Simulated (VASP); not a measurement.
Here is a VASP 6.6.1 calculation.

Contents of INCAR:

```
SYSTEM = AlN
  PREC = Accurate
  ENCUT = 520
  EDIFF = 1E-7
  ISMEAR = 0
  SIGMA = 0.05
  LREAL = .FALSE.
  LASPH = .TRUE.
  NELM = 60
  ALGO = Normal
  ISIF = 2
  LWAVE = .FALSE.
  LCHARG = .FALSE.
  GGA = PE
  NBANDS = 11
```

KPOINTS

```
regular mesh
0
G
  10 10 10
  0 0 0
```

POSCAR

```
AlN
1.0
    0.0000000000      2.0955535400      1.9734824600
    2.0955535400      0.0000000000      1.9734824600
    2.0955535400      2.0955535400      0.0000000000
Al N
1 1
Direct
    0.5000000000      0.5000000000      0.5000000000
    0.0000000000      0.0000000000      0.0000000000
```

Potentials or basis: VASP PAW PBE potentials, release 64 (Al, N).

Run with:

```sh
$ cat potpaw_PBE.64/Al/POTCAR potpaw_PBE.64/N/POTCAR > POTCAR
$ mpirun -np 1 vasp_std > vasp.out
```

Problem. What does it give for the band gap on the k mesh?

Solution. 3.74 eV, indirect (least direct gap 4.81 eV).

Problem. Predict the pressure.

Solution. -5.2 GPa.

Stress tensor (GPa, compression positive):
```
-9.97  0.00  0.00
 0.00 -9.97  0.00
 0.00  0.00  4.35
```

Caveat: the cell differs from its parent crystal (strain +0.030 along x and y, -0.030 along z). A k mesh can miss the band edges.
